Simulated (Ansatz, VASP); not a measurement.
# One calculation of Si, two programs

```
Si
1.0
     0.00000    2.71658    2.71658
     2.71658    0.00000    2.71658
     2.71658    2.71658    0.00000
Si
2
Direct
  0.87500 0.87500 0.87500
  0.12500 0.12500 0.12500
```

Alike in both runs: functional PBEsol; k mesh 11 × 11 × 11; occupations fermi-dirac, width 0.02 eV; no spin polarisation.

Ansatz relaxed the structure, and its values are those at the end. VASP's run is a single point on that final structure, the one shown.

|  | VASP | Ansatz |
| --- | --- | --- |
| version | VASP 6.6.1 | Ansatz 0.2.0 |
| potentials or method | VASP PAW PBE potentials, release 64 (Si) | PAW with Ansatz's default frozen-core files, scalar-relativistic |
| plane-wave cutoff (eV) | 520 | 420 |
| valence electrons in the cell | 8 | 8 |

|  | VASP | Ansatz | Ansatz less VASP |
| --- | --- | --- | --- |
| pressure (GPa) | 0.1 | 0.0 | -0.11 |

VASP's potentials were made for PBE, not for PBEsol.
